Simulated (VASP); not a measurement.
# TaF3 (Pm-3m) in VASP: a series of runs

The runs below take TaF3 through single point, with PBEsol.

All numbers are computed with VASP 6.6.1; they aren't measurements. Logs are shortened: lines on timing, memory, paths and dates and some standing lists are left out, and cuts for length are marked.

### Step 1. The cell of the first run

Symmetry: Pm-3m, No. 221, cubic system. The conventional cell has a = 4.018 Å, b = 4.018 Å, c = 4.018 Å, α = 90.00°, β = 90.00°, γ = 90.00°. Ta (site symmetry m-3m) has 6 F at 2.01 Å within 2.7 Å. F (site symmetry 4/mmm) has 2 Ta at 2.01 Å within 2.7 Å.

### Step 2. Single point, PBEsol (strain +0.030 along x and y, +0.030 along z)

The input, INCAR:

```
PREC = Accurate
ENCUT = 520
EDIFF = 1E-6
ISMEAR = 0
SIGMA = 0.15
LREAL = False
LASPH = True
NELM = 80
ALGO = Normal
ISIF = 2
LWAVE = False
LCHARG = False
GGA = PS
NBANDS = 24
```

The input, KPOINTS:

```
Automatic mesh
0
Gamma
  12 12 12
```

The input, POSCAR:

```
TaF3
1.0
    4.0182360000      0.0000000000      0.0000000000
    0.0000000000      4.0182360000      0.0000000000
    0.0000000000      0.0000000000      4.0182360000
Ta F
1 3
Direct
    0.0000000000      0.0000000000      0.0000000000
    0.5000000000      0.0000000000      0.0000000000
    0.0000000000      0.5000000000      0.0000000000
    0.0000000000      0.0000000000      0.5000000000
```

Potentials or basis: VASP PAW PBE potentials, release 64 (Ta_pv, F).

Run with:

```sh
$ cat potpaw_PBE.64/Ta_pv/POTCAR potpaw_PBE.64/F/POTCAR > POTCAR
$ mpirun -np 1 vasp_std > vasp.out
```

OUTCAR:

```text
PREC = Accurate
   ENCUT = 520
   EDIFF = 1E-6
   ISMEAR = 0
   LREAL = False
   LASPH = True
   NELM = 80
   ISIF = 2
   GGA = PS

 ion  position               nearest neighbor table
   1  0.000  0.000  0.000-   2 2.01   3 2.01   4 2.01   4 2.01   3 2.01   2 2.01
   2  0.500  0.000  0.000-   1 2.01   1 2.01
   3  0.000  0.500  0.000-   1 2.01   1 2.01
   4  0.000  0.000  0.500-   1 2.01   1 2.01

  LATTYP: Found a simple cubic cell.
 ALAT       =     4.0182360000

  Lattice vectors:

 A1 = (   4.0182360000,   0.0000000000,   0.0000000000)
 A2 = (   0.0000000000,   4.0182360000,   0.0000000000)
 A3 = (   0.0000000000,   0.0000000000,   4.0182360000)

Analysis of symmetry for initial positions (statically):
=====================================================================
 Subroutine PRICEL returns:
 Original cell was already a primitive cell.

 Routine SETGRP: Setting up the symmetry group for a
 simple cubic supercell.

 Subroutine GETGRP returns: Found 48 space group operations
 (whereof 48 operations were pure point group operations)
 out of a pool of 48 trial point group operations.

The static configuration has the point symmetry O_h .

Analysis of symmetry for dynamics (positions and initial velocities):
=====================================================================
 Subroutine PRICEL returns:
 Original cell was already a primitive cell.

 Routine SETGRP: Setting up the symmetry group for a
 simple cubic supercell.

 Subroutine GETGRP returns: Found 48 space group operations
 (whereof 48 operations were pure point group operations)
 out of a pool of 48 trial point group operations.

The dynamic configuration has the point symmetry O_h .

 Subroutine INISYM returns: Found 48 space group operations
 (whereof 48 operations are pure point group operations),
 and found     1 'primitive' translations

----------------------------------------------------------------------------------------

                                     Primitive cell

  volume of cell :      64.8793

  direct lattice vectors                    reciprocal lattice vectors
     4.018236000  0.000000000  0.000000000     0.248865423  0.000000000  0.000000000
     0.000000000  4.018236000  0.000000000     0.000000000  0.248865423  0.000000000
     0.000000000  0.000000000  4.018236000     0.000000000  0.000000000  0.248865423

  length of vectors
     4.018236000  4.018236000  4.018236000     0.248865423  0.248865423  0.248865423

  position of ions in fractional coordinates (direct lattice)
     0.000000000  0.000000000  0.000000000
     0.500000000  0.000000000  0.000000000
     0.000000000  0.500000000  0.000000000
     0.000000000  0.000000000  0.500000000

  ion indices of the primitive-cell ions
   primitive index   ion index
                 1           1
                 2           2
                 3           3
                 4           4

----------------------------------------------------------------------------------------

 KPOINTS: Automatic mesh

Automatic generation of k-mesh.
 Grid dimensions read from file:
 generate k-points for:   12   12   12

 Generating k-lattice:

  Cartesian coordinates                     Fractional coordinates (reciprocal lattice)
     0.020738785  0.000000000  0.000000000     0.083333333  0.000000000  0.000000000
     0.000000000  0.020738785  0.000000000     0.000000000  0.083333333  0.000000000
     0.000000000  0.000000000  0.020738785     0.000000000  0.000000000  0.083333333

  Length of vectors
     0.020738785  0.020738785  0.020738785

  Shift w.r.t. Gamma in fractional coordinates (k-lattice)
     0.000000000  0.000000000  0.000000000

 Subroutine IBZKPT returns following result:
 ===========================================

 Found     84 irreducible k-points:

 Following reciprocal coordinates:
            Coordinates               Weight
  0.000000  0.000000  0.000000      1.000000
  0.083333  0.000000  0.000000      6.000000
  0.166667  0.000000  0.000000      6.000000
  0.250000  0.000000  0.000000      6.000000
  0.333333  0.000000  0.000000      6.000000
  0.416667  0.000000  0.000000      6.000000
[... 16 lines left out ...]
  0.333333  0.333333  0.000000     12.000000
  0.416667  0.333333  0.000000     24.000000
 [... further k-points ...]
   k-points           NKPTS =     84   k-points in BZ     NKDIM =     84   number of bands    NBANDS=     24
   number of dos      NEDOS =    301   number of ions     NIONS =      4
   total plane-waves  NPLWV =  27000
   dimension x,y,z NGX =    30 NGY =   30 NGZ =   30
   dimension x,y,z NGXF=    60 NGYF=   60 NGZF=   60
   ions per type =               1   3
   NGX,Y,Z   is equivalent  to a cutoff of  12.41, 12.41, 12.41 a.u.
   NGXF,Y,Z  is equivalent  to a cutoff of  24.82, 24.82, 24.82 a.u.
 SYSTEM =  unknown system
   PREC   = accura    normal or accurate (medium, high low for compatibility)
   ISTART =      0    job   : 0-new  1-cont  2-samecut
   ICHARG =      2    charge: 1-file 2-atom 10-const
   ISPIN  =      1    spin polarized calculation?
   LNONCOLLINEAR =      F non collinear calculations
   LSORBIT =      F    spin-orbit coupling
   LASPH  =      T    aspherical Exc in radial PAW
   ENCUT  =  520.0 eV  38.22 Ry    6.18 a.u.   7.47  7.47  7.47*2*pi/ulx,y,z
   NELM   =     80;   NELMIN=  2; NELMDL= -5     # of ELM steps
   EDIFF  = 0.1E-05   stopping-criterion for ELM
   LREAL  =      F    real-space projection
   EDIFFG = 0.1E-04   stopping-criterion for IOM
   NSW    =      0    number of steps for IOM
   IBRION =     -1    ionic relax: 0-MD 1-quasi-New 2-CG
   NFREE  =      0    steps in history (QN), initial steepest desc. (CG)
   ISIF   =      2    stress and relaxation
   ISYM   =      2    0-nonsym 1-usesym 2-fastsym
   POTIM  = 0.5000    time-step for ionic-motion
   TEBEG  =    0.0;   TEEND  =   0.0 temperature during run
   PSTRESS=    0.0 pullay stress
   NELECT =      32.0000    total number of electrons
   NUPDOWN=      -1.0000    fix difference up-down
   EMIN   =  10.00;   EMAX   =-10.00  energy-range for DOS
   EFERMI =   0.00;   METHOD = LEGACY
   ISMEAR =     0;   SIGMA  =   0.15  broadening in eV -4-tet -1-fermi 0-gaus
   EFERMI_NEDOS =   21; number of points for ismear=-14 and -15
   IALGO  =     38    algorithm
   IMIX   =      4    mixing-type and parameters
     AMIX     =   0.40;   BMIX     =  1.00
     AMIX_MAG =   1.60;   BMIX_MAG =  1.00
  volume/ion in A,a.u.               =      16.22       109.46
  Fermi-wavevector in a.u.,A,eV,Ry     =   1.293469  2.444302 22.763394  1.673062
  Thomas-Fermi vector in A             =   2.425113
   LORBIT       =      0    0 simple, 1 ext, 2 COOP (PROOUT), +10 PAW based schemes
   GGA     = PS    functional components
   LHFCALC =     F    Hartree Fock is set to
   AEXX    =    0.0000 exact exchange contribution
   IVDW    =     0    specifies the selected vdW correction
   LEPSILON=     F    determine dielectric tensor
   LRPA    =     F    only Hartree local field effects (RPA)
 non-spin polarized calculation
 Gauss-broadening in eV      SIGMA  =   0.15
  energy-cutoff  :      520.00
  volume of cell :       64.88
 maximum number of plane-waves:      1777
 NGX is ok and might be reduce to    30
   NGX = 15   NGY = 15   NGZ = 15

 number of electron      31.9999954 magnetization

 Free energy of the ion-electron system (eV)
  ---------------------------------------------------
  ext. energy  EPLUGINS =         0.00000000
  ---------------------------------------------------
  free energy    TOTEN  =       -27.85448355 eV

  energy without entropy =      -27.82088640  energy(sigma->0) =      -27.83768498

 E-fermi :   3.9061     XC(G=0):  -8.7508

 val. band max:        3.8978469339   @ k =   0.3333   0.3333   0.0000
 cond. band min:       3.9262884669   @ k =   0.3333   0.0833   0.0833
 fundamental gap:      0.0284415330
 Fermi energy:         3.9061305160

 k-point     1 :       0.0000    0.0000    0.0000
  band No.  band energies     occupation
      1     -33.0040      2.00000
      2     -33.0040      2.00000
      3     -33.0040      2.00000
      4     -24.2574      2.00000
      5     -23.9428      2.00000
      6     -23.9428      2.00000
[... 16 lines left out ...]
     23      12.6503      0.00000
     24      12.6503      0.00000

 k-point     2 :       0.0833    0.0000    0.0000
  band No.  band energies     occupation
      1     -33.0210      2.00000
      2     -33.0038      2.00000
      3     -33.0038      2.00000
      4     -24.2370      2.00000
      5     -23.9425      2.00000
      6     -23.9063      2.00000
[... 16 lines left out ...]
     23      12.3647      0.00000
     24      12.7049      0.00000

 k-point     3 :       0.1667    0.0000    0.0000
  band No.  band energies     occupation
      1     -33.0667      2.00000
      2     -33.0031      2.00000
      3     -33.0031      2.00000
      4     -24.1982      2.00000
      5     -23.9417      2.00000
      6     -23.7859      2.00000
[... 16 lines left out ...]
     23      12.4847      0.00000
     24      12.8594      0.00000

 k-point     4 :       0.2500    0.0000    0.0000
  band No.  band energies     occupation
      1     -33.1276      2.00000
      2     -33.0022      2.00000
      3     -33.0022      2.00000
      4     -24.1712      2.00000
      5     -23.9400      2.00000
      6     -23.5910      2.00000
[... 16 lines left out ...]
     23      12.7651      0.00000
     24      13.0842      0.00000

 k-point     5 :       0.3333    0.0000    0.0000
  band No.  band energies     occupation
      1     -33.1868      2.00000
      2     -33.0012      2.00000
      3     -33.0012      2.00000
      4     -24.1569      2.00000
      5     -23.9389      2.00000
      6     -23.3784      2.00000
[... 451 lines left out ...]
 k-point    22 :       0.5000    0.2500    0.0000
  band No.  band energies     occupation
      1     -33.2424      2.00000
      2     -33.1235      2.00000
      3     -32.9984      2.00000
      4     -24.0529      2.00000
      5     -23.5935      2.00000
      6     -23.1515      2.00000
[... 16 lines left out ...]
     23      11.7914      0.00000
     24      12.1593      0.00000

 k-point    23 :       0.3333    0.3333    0.0000
  band No.  band energies     occupation
      1     -33.1841      2.00000
      2     -33.1834      2.00000
      3     -32.9984      2.00000
      4     -24.0492      2.00000
      5     -23.4014      2.00000
      6     -23.3533      2.00000
[... 16 lines left out ...]
     23      10.1353      0.00000
     24      12.6456      0.00000

 k-point    24 :       0.4167    0.3333    0.0000
  band No.  band energies     occupation
      1     -33.2261      2.00000
      2     -33.1830      2.00000
      3     -32.9977      2.00000
      4     -24.0444      2.00000
      5     -23.3775      2.00000
      6     -23.2109      2.00000
[... 16 lines left out ...]
     23      10.4876      0.00000
     24      12.0147      0.00000

 [... further k-points ...]
[... 5 lines left out ...]
  --------------------------------------------------------------------------------------
  -------------------------------------------------------------------------------------
  Total        2.2816311      2.2816311      2.2816311      0.0000000     -0.0000000      0.0000000
  in kB       56.3442622     56.3442622     56.3442622      0.0000000     -0.0000000      0.0000000
  external PRESSURE =      56.3442622 kB  Pullay stress =       0.0000000 kB

 VOLUME and BASIS-vectors are now :
 -----------------------------------------------------------------------------
  energy-cutoff  :      520.00
  volume of cell :       64.88
      direct lattice vectors                 reciprocal lattice vectors
     4.018236000  0.000000000  0.000000000     0.248865423  0.000000000  0.000000000
     0.000000000  4.018236000  0.000000000     0.000000000  0.248865423  0.000000000
     0.000000000  0.000000000  4.018236000     0.000000000  0.000000000  0.248865423

 POSITION                                       TOTAL-FORCE (eV/Angst)
 -----------------------------------------------------------------------------------
      0.00000      0.00000      0.00000         0.000000      0.000000      0.000000
      2.00912      0.00000      0.00000         0.000000      0.000000      0.000000
      0.00000      2.00912      0.00000         0.000000      0.000000      0.000000
      0.00000      0.00000      2.00912         0.000000      0.000000      0.000000
 -----------------------------------------------------------------------------------
    total drift:                                0.000000      0.000000      0.000000

  FREE ENERGIE OF THE ION-ELECTRON SYSTEM (eV)
  ---------------------------------------------------
  free  energy   TOTEN  =       -27.8544835511 eV

  energy  without entropy=      -27.8208864011  energy(sigma->0) =      -27.83768498
```

It took 95 s on 1 thread of Intel Xeon Platinum 8259CL at 2.50GHz (Skylake/Cascade Lake), shared host; peak memory 0.24 GiB.

What came out:

```yaml
Free_energy: -27.8545 eV
Pressure: 5.6 GPa
Band_gap_on_the_k_mesh: zero (bands 16 and 17 overlap by 2.60 eV)
```

Levels at points of the mesh, in eV from the Fermi level:
```
           k point  band 12  band 13  band 14  band 15  band 16  band 17  band 18  band 19  band 20  band 21
(0.00, 0.00, 0.00)    -8.60    -8.56    -8.56    -8.56    -1.09    -1.09    -1.09    -0.23     2.12     2.12
(0.50, 0.00, 0.00)    -9.17    -8.68    -8.58    -8.58    -1.02     0.30     0.30     1.96     2.21     2.73
(0.50, 0.50, 0.00)    -9.24    -8.90    -8.90    -7.98     0.39     0.39     1.33     2.65     5.11     5.11
(0.50, 0.50, 0.50)   -10.43    -7.98    -7.98    -7.98     1.51     1.51     1.51     4.27     6.53     6.53
```

Caveat: the cell differs from its parent crystal (strain +0.030 along x and y, +0.030 along z); the cell stands under pressure; the PAW data sets were made with another functional, which shifts forces and pressure a little; spin-orbit coupling is left out, which moves the levels of the heavy elements.

[end of part 1 of 2]
